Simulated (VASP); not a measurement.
# Mg16HF32 (a cell with a defect) in VASP: single point with PBE

Aim: the single point of Mg16HF32 (a cell with a defect) with PBE.

All numbers are computed with VASP 6.6.1; they aren't measurements. Logs are shortened: lines on timing, memory, paths and dates and some standing lists are left out, and cuts for length are marked.

### 1 The cell of the first run

The cell holds a defect, 49 atoms: a = 9.077 Å, b = 9.077 Å, c = 9.077 Å, α = 94.08°, β = 117.67°, γ = 117.67°.

### 2 Single point, PBE (with an interstitial atom, then relaxed in part)

File INCAR:

```
SYSTEM = Mg16HF32
PREC = Accurate
ENCUT = 520
EDIFF = 1E-6
ISMEAR = 0
SIGMA = 0.01
LREAL = Auto
LASPH = .TRUE.
NELM = 120
ALGO = Normal
ISIF = 2
LWAVE = .FALSE.
LCHARG = .TRUE.
GGA = PE
LELF = .TRUE.
LVHAR = .TRUE.
NBANDS = 158
NELECT = 258.0
GGA_COMPAT = .FALSE.
```

File KPOINTS:

```
Automatic mesh
0
Gamma
  2 2 2
  0.5 0.5 0.5
```

File POSCAR:

```
Mg16HF32
1.0
    4.6975810625      4.6975810625      6.1859837714
    4.6975810625     -4.6975810625     -6.1859837714
   -4.6975810625      4.6975810625     -6.1859837714
Mg F H
16 32 1
Direct
    0.5013123358      0.8791281286      0.8723991385
    0.5006285290      0.6288710428      0.6250804189
    0.4964374944      0.3794617441      0.3700074098
    0.4802664208      0.1119836041      0.1258380353
   -0.0013123358      0.3710868027      0.8778157928
   -0.0006285290      0.1244518898      0.6282425138
    0.0035625056      0.8735699154      0.3830242498
    0.0197335792      0.6455716145      0.1317171833
    0.4861455688     -0.0008380353      0.4794283855
    0.5094543343      0.7549925902      0.2514300846
    0.5037906239      0.4999195811      0.0005481102
    0.5067289901      0.2526008615      0.7539131973
   -0.0037906239      0.4967574862      0.4961289572
   -0.0067289901      0.2471842072      0.2458718714
    0.0138544312     -0.0067171833      0.0130163959
   -0.0094543343      0.7419757502      0.7455382559
    0.6909669796      0.0986144569      0.0930232736
    0.6967914315      0.8516845416      0.8480122341
    0.6869759803      0.5984829726      0.5855888783
    0.6912079620      0.3445952647      0.3477741887
    0.2030909042      0.6005506650      0.0981884220
    0.1980986186      0.3504195697      0.8488854896
    0.2005219335      0.0999847510      0.6043816984
    0.1945388592      0.8247911891      0.3890288251
    0.5055911834      0.0319767264      0.7229437061
    0.4968210760      0.7772258113      0.4684337733
    0.5128940943      0.5394111217      0.2263871020
    0.5036723076      0.2769877659      0.9737791974
   -0.0043969474      0.5206183016      0.7211402351
    0.0015340801      0.2761145104      0.4742131290
    0.0023622430      0.0268115780      0.2299024822
   -0.0642376360      0.7359711749      0.9305100341
    0.2969090958      0.8950975178      0.8974597608
    0.3019013814      0.6507868710      0.6523209511
    0.2994780665      0.4038597649      0.3994628175
    0.3054611408      0.1944899659      0.1302523299
    0.8090330204      0.4020562939      0.9076474773
    0.8032085685      0.1512208026      0.6548931101
    0.8130240197      0.8986128980      0.4115069924
    0.8087920380      0.6565662267      0.1533873026
    0.5043969474      0.7255371825      0.0250152490
    0.4984659199      0.4726790489      0.7745804303
    0.4976377570      0.2275402392      0.5244493350
    0.5642376360      0.9947476701      0.3002088109
   -0.0055911834      0.2173525227      0.0263855431
    0.0031789240      0.9716126974      0.7804047353
   -0.0128940943      0.7134930076      0.5265170274
   -0.0036723076      0.4701068899      0.2733154584
    0.2500000000      0.9375000000      0.1875000000
```

Potentials or basis: VASP PAW PBE potentials, release 64 (Mg, F, H).

Started as:

```bash
cat potpaw_PBE.64/Mg/POTCAR potpaw_PBE.64/F/POTCAR potpaw_PBE.64/H/POTCAR > POTCAR
mpirun -np 1 vasp_std > vasp.out
```

OUTCAR:

```text
SYSTEM = Mg16HF32
   PREC = Accurate
   ENCUT = 520
   EDIFF = 1E-6
   ISMEAR = 0
   LREAL = Auto
   LASPH = .TRUE.
   NELM = 120
   ISIF = 2
   GGA = PE
   NELECT = 258.0

 ion  position               nearest neighbor table
   1  0.501  0.879  0.872-  17 2.00  18 2.01  25 2.01  34 2.03  41 2.03  33 2.04   2 3.07   4 3.14
                            12 3.61  14 3.61
   2  0.501  0.629  0.625-  19 2.01  18 2.02  34 2.02  26 2.03  42 2.03  35 2.04   1 3.07   3 3.10
                            16 3.62
   3  0.496  0.379  0.370-  36 1.96  19 1.97  27 2.02  20 2.03  35 2.03  43 2.04   4 3.07   2 3.10
                            15 3.59  16 3.61  10 3.61  11 3.62   9 3.63
   4  0.480  0.112  0.126-  44 2.02  33 2.03  36 2.06  20 2.06  28 2.11  17 2.12   3 3.07   1 3.14
                             9 3.42  15 3.42  10 3.59  16 3.63
   5  0.999  0.371  0.878-  37 2.00  38 2.01  45 2.01  22 2.03  29 2.03  21 2.04   6 3.07   8 3.14
                            12 3.61  14 3.61
   6  0.999  0.124  0.628-  39 2.01  38 2.02  22 2.02  46 2.03  30 2.03  23 2.04   5 3.07   7 3.10
                            10 3.62
   7  0.004  0.874  0.383-  24 1.96  39 1.97  47 2.02  40 2.03  23 2.03  31 2.04   8 3.07   6 3.10
                             9 3.59  16 3.61  10 3.61  13 3.62  15 3.63
   8  0.020  0.646  0.132-  32 2.02  21 2.03  24 2.06  40 2.06  48 2.11  37 2.12   7 3.07   5 3.14
                            15 3.42   9 3.42  16 3.59  10 3.63
   9  0.486  0.999  0.479-  24 2.02  43 2.03  44 2.06  26 2.06  38 2.11  25 2.12  10 3.07  12 3.14
                             4 3.42   8 3.42   7 3.59   3 3.63
  10  0.509  0.755  0.251-  44 1.96  27 1.97  39 2.02  26 2.03  41 2.03  21 2.04   9 3.07  11 3.10
                             4 3.59   7 3.61   3 3.61   6 3.62   8 3.63
  11  0.504  0.500  0.001-  27 2.01  28 2.02  42 2.02  40 2.03  22 2.03  41 2.04  12 3.07  10 3.10
                             3 3.62
[... 40 lines left out ...]
  47  0.987  0.713  0.527-  16 1.97  13 2.01   7 2.02
  48  0.996  0.470  0.273-  14 2.01  13 2.02   8 2.11
  49  0.250  0.938  0.188-

  LATTYP: Found a body centered tetragonal cell.
 ALAT       =     9.3951621250
 C/A-ratio  =     1.3168444970

  Lattice vectors:

 A1 = (  -4.6975810625,   4.6975810625,   6.1859837714)
 A2 = (   4.6975810625,  -4.6975810625,   6.1859837714)
 A3 = (   4.6975810625,   4.6975810625,  -6.1859837714)

Analysis of symmetry for initial positions (statically):
=====================================================================
 Subroutine PRICEL returns:
 Original cell was already a primitive cell.

 Routine SETGRP: Setting up the symmetry group for a
 body centered tetragonal supercell.

 Subroutine GETGRP returns: Found  4 space group operations
 (whereof  1 operations were pure point group operations)
 out of a pool of 16 trial point group operations.

The static configuration has the point symmetry C_1 .
 The point group associated with its full space group is S_4 .

Analysis of symmetry for dynamics (positions and initial velocities):
=====================================================================
 Subroutine PRICEL returns:
 Original cell was already a primitive cell.

 Routine SETGRP: Setting up the symmetry group for a
 body centered tetragonal supercell.

 Subroutine GETGRP returns: Found  4 space group operations
 (whereof  1 operations were pure point group operations)
 out of a pool of 16 trial point group operations.

The dynamic configuration has the point symmetry C_1 .
 The point group associated with its full space group is S_4 .

 Subroutine INISYM returns: Found  4 space group operations
 (whereof  1 operations are pure point group operations),
 and found     1 'primitive' translations

----------------------------------------------------------------------------------------

                                     Primitive cell

  volume of cell :     546.0310

  direct lattice vectors                    reciprocal lattice vectors
     4.697581063  4.697581063  6.185983771     0.106437759  0.106437759  0.000000000
     4.697581063 -4.697581063 -6.185983771     0.106437759  0.000000000 -0.080827887
    -4.697581063  4.697581063 -6.185983771     0.000000000  0.106437759 -0.080827887

  length of vectors
     9.077495849  9.077495849  9.077495849     0.150525722  0.133649332  0.133649332

  position of ions in fractional coordinates (direct lattice)
     0.501312336  0.879128129  0.872399139
     0.500628529  0.628871043  0.625080419
     0.496437494  0.379461744  0.370007410
     0.480266421  0.111983604  0.125838035
     0.998687664  0.371086803  0.877815793
     0.999371471  0.124451890  0.628242514
[... 41 lines left out ...]
     0.996327692  0.470106890  0.273315458
     0.250000000  0.937500000  0.187500000

  ion indices of the primitive-cell ions
   primitive index   ion index
                 1           1
                 2           2
                 3           3
                 4           4
                 5           5
                 6           6
[... 41 lines left out ...]
                48          48
                49          49

----------------------------------------------------------------------------------------

 KPOINTS: Automatic mesh

Automatic generation of k-mesh.
 Grid dimensions read from file:
 generate k-points for:    2    2    2

 Generating k-lattice:

  Cartesian coordinates                     Fractional coordinates (reciprocal lattice)
     0.053218879  0.053218879  0.000000000     0.500000000  0.000000000  0.000000000
     0.053218879  0.000000000 -0.040413944     0.000000000  0.500000000  0.000000000
     0.000000000  0.053218879 -0.040413944     0.000000000  0.000000000  0.500000000

  Length of vectors
     0.075262861  0.066824666  0.066824666

  Shift w.r.t. Gamma in fractional coordinates (k-lattice)
     0.500000000  0.500000000  0.500000000

 Subroutine IBZKPT returns following result:
 ===========================================

 Found      3 irreducible k-points:

 Following reciprocal coordinates:
            Coordinates               Weight
  0.250000  0.250000  0.250000      2.000000
 -0.250000  0.250000  0.250000      2.000000
  0.250000 -0.250000  0.250000      4.000000
   k-points           NKPTS =      3   k-points in BZ     NKDIM =      3   number of bands    NBANDS=    158
   number of dos      NEDOS =    301   number of ions     NIONS =     49
   total plane-waves  NPLWV = 343000
   dimension x,y,z NGX =    70 NGY =   70 NGZ =   70
   dimension x,y,z NGXF=   140 NGYF=  140 NGZF=  140
   ions per type =              16  32   1
   NGX,Y,Z   is equivalent  to a cutoff of  12.82, 12.82, 12.82 a.u.
   NGXF,Y,Z  is equivalent  to a cutoff of  25.64, 25.64, 25.64 a.u.
 SYSTEM =  Mg16HF32
   PREC   = accura    normal or accurate (medium, high low for compatibility)
   ISTART =      0    job   : 0-new  1-cont  2-samecut
   ICHARG =      2    charge: 1-file 2-atom 10-const
   ISPIN  =      1    spin polarized calculation?
   LNONCOLLINEAR =      F non collinear calculations
   LSORBIT =      F    spin-orbit coupling
   LASPH  =      T    aspherical Exc in radial PAW
   ENCUT  =  520.0 eV  38.22 Ry    6.18 a.u.  16.88 16.88 16.88*2*pi/ulx,y,z
   NELM   =    120;   NELMIN=  2; NELMDL= -5     # of ELM steps
   EDIFF  = 0.1E-05   stopping-criterion for ELM
   LREAL  =      T    real-space projection
   EDIFFG = 0.1E-04   stopping-criterion for IOM
   NSW    =      0    number of steps for IOM
   IBRION =     -1    ionic relax: 0-MD 1-quasi-New 2-CG
   NFREE  =      0    steps in history (QN), initial steepest desc. (CG)
   ISIF   =      2    stress and relaxation
   ISYM   =      2    0-nonsym 1-usesym 2-fastsym
   POTIM  = 0.5000    time-step for ionic-motion
   TEBEG  =    0.0;   TEEND  =   0.0 temperature during run
   PSTRESS=    0.0 pullay stress
   NELECT =     258.0000    total number of electrons
   NUPDOWN=      -1.0000    fix difference up-down
   EMIN   =  10.00;   EMAX   =-10.00  energy-range for DOS
   EFERMI =   0.00;   METHOD = LEGACY
   ISMEAR =     0;   SIGMA  =   0.01  broadening in eV -4-tet -1-fermi 0-gaus
   EFERMI_NEDOS =   21; number of points for ismear=-14 and -15
   IALGO  =     38    algorithm
   IMIX   =      4    mixing-type and parameters
     AMIX     =   0.40;   BMIX     =  1.00
     AMIX_MAG =   1.60;   BMIX_MAG =  1.00
  volume/ion in A,a.u.               =      11.14        75.20
  Fermi-wavevector in a.u.,A,eV,Ry     =   1.275094  2.409579 22.121241  1.625865
  Thomas-Fermi vector in A             =   2.407826
   LORBIT       =      0    0 simple, 1 ext, 2 COOP (PROOUT), +10 PAW based schemes
   GGA     = PE    functional components
   LHFCALC =     F    Hartree Fock is set to
   AEXX    =    0.0000 exact exchange contribution
   IVDW    =     0    specifies the selected vdW correction
   LEPSILON=     F    determine dielectric tensor
   LRPA    =     F    only Hartree local field effects (RPA)
 non-spin polarized calculation
 Gauss-broadening in eV      SIGMA  =   0.01
  energy-cutoff  :      520.00
  volume of cell :      546.03
 maximum number of plane-waves:     14719
 NGX is ok and might be reduce to    70
   NGX = 33   NGY = 33   NGZ = 33

 number of electron     257.9999993 magnetization

 Free energy of the ion-electron system (eV)
  ---------------------------------------------------
  ext. energy  EPLUGINS =         0.00000000
  ---------------------------------------------------
  free energy    TOTEN  =      -249.52175398 eV

  energy without entropy =     -249.52175398  energy(sigma->0) =     -249.52175398

 E-fermi :   2.3179     XC(G=0):  -9.6169

 val. band max:        2.2380583716   @ k =   0.2500   0.2500   0.2500
 cond. band min:       6.0751047399   @ k =  -0.2500   0.2500   0.2500
 fundamental gap:      3.8370463684
 Fermi energy:         2.3178758088

 k-point     1 :       0.2500    0.2500    0.2500
  band No.  band energies     occupation
      1     -21.9245      2.00000
      2     -21.8715      2.00000
      3     -21.8135      2.00000
      4     -21.7784      2.00000
      5     -21.6019      2.00000
      6     -21.6006      2.00000
[... 421 lines left out ...]
    140       9.9357      0.00000
    141      10.2424      0.00000
 [bands above 141 left out]

------------------------ aborting loop because EDIFF is reached ----------------------------------------

  FORCE on cell =-STRESS in cart. coord.  units (eV):
  Direction    XX          YY          ZZ          XY          YZ          ZX
  --------------------------------------------------------------------------------------
  -------------------------------------------------------------------------------------
  Total        4.9901614      4.9901614      7.6501950      0.0000000      0.0000000      0.0000000
  in kB       14.6422506     14.6422506     22.4473851      0.0000001      0.0000000      0.0000000
  external PRESSURE =      17.2439621 kB  Pullay stress =       0.0000000 kB

 VOLUME and BASIS-vectors are now :
 -----------------------------------------------------------------------------
  energy-cutoff  :      520.00
  volume of cell :      546.03
      direct lattice vectors                 reciprocal lattice vectors
     4.697581063  4.697581063  6.185983771     0.106437759  0.106437759  0.000000000
     4.697581063 -4.697581063 -6.185983771     0.106437759  0.000000000 -0.080827887
    -4.697581063  4.697581063 -6.185983771     0.000000000  0.106437759 -0.080827887

 POSITION                                       TOTAL-FORCE (eV/Angst)
 -----------------------------------------------------------------------------------
      2.38657      2.32335     -7.73381         0.006445      0.003765     -0.003606
      2.36955      2.33394     -4.66004         0.004556      0.000453     -0.000309
      2.37647      2.28764     -1.56525         0.002985     -0.008017      0.004665
      2.19101      2.32117      1.49976         0.016106      0.011221     -0.021835
      2.31102      7.07182     -1.54783        -0.006445     -0.003765     -0.003606
      2.32803      7.06123      1.52594        -0.004556     -0.000453     -0.000309
[... 41 lines left out ...]
      5.60477      3.75589      1.56447         0.003420      0.004473     -0.003460
      4.69758     -2.34879     -5.41274         0.000000      0.000000      0.000000
 -----------------------------------------------------------------------------------
    total drift:                                0.000002     -0.000000     -0.000010

  FREE ENERGIE OF THE ION-ELECTRON SYSTEM (eV)
  ---------------------------------------------------
  free  energy   TOTEN  =      -249.5217539790 eV

  energy  without entropy=     -249.5217539790  energy(sigma->0) =     -249.52175398
```

Run time: 12 min. Hardware: 1 thread of Intel Xeon Platinum 8175M at 2.50GHz (Skylake/Cascade Lake), shared host; peak memory 0.76 GiB.

What came out:

- Free energy: -249.5218 eV
- Largest force: 0.029 eV/Å

Forces on the atoms (eV/Å):
```
Mg   0.006  0.004 -0.004
Mg   0.005  0.000  0.000
Mg   0.003 -0.008  0.005
Mg   0.016  0.011 -0.022
Mg  -0.006 -0.004 -0.004
Mg  -0.005  0.000  0.000
Mg  -0.003  0.008  0.005
Mg  -0.016 -0.011 -0.022
Mg  -0.011  0.016  0.022
Mg   0.008  0.003 -0.005
Mg   0.000  0.005  0.000
Mg  -0.004  0.006  0.004
Mg   0.000 -0.005  0.000
Mg   0.004 -0.006  0.004
Mg   0.011 -0.016  0.022
Mg  -0.008 -0.003 -0.005
F   -0.005 -0.002  0.001
F   -0.004  0.003  0.003
F   -0.001  0.005 -0.004
F    0.007  0.000  0.000
F    0.003  0.005  0.013
F   -0.002 -0.003 -0.001
F    0.002  0.000  0.005
F    0.018 -0.021 -0.001
F    0.002 -0.005 -0.001
F    0.000  0.007  0.000
F   -0.005 -0.001  0.004
F   -0.003 -0.004 -0.003
F    0.000  0.002 -0.005
F    0.003 -0.002  0.001
F   -0.005  0.003 -0.013
F    0.021  0.018  0.001
F   -0.003 -0.005  0.013
F    0.002  0.003 -0.001
F   -0.002  0.000  0.005
F   -0.018  0.021 -0.001
F    0.005  0.002  0.001
F    0.004 -0.003  0.003
F    0.001 -0.005 -0.004
F   -0.007  0.000  0.000
F    0.000 -0.002 -0.005
F   -0.003  0.002  0.001
F    0.005 -0.003 -0.013
F   -0.021 -0.018  0.001
F   -0.002  0.005 -0.001
F    0.000 -0.007  0.000
F    0.005  0.001  0.004
F    0.003  0.004 -0.003
H    0.000  0.000  0.000
```

Caveat: the cell carries a net charge on a neutralising background, which shifts energy and pressure; the cell differs from its parent crystal (with an interstitial atom, then relaxed in part); the cell is charged against a uniform background, so pressure and absolute levels hang on convention.
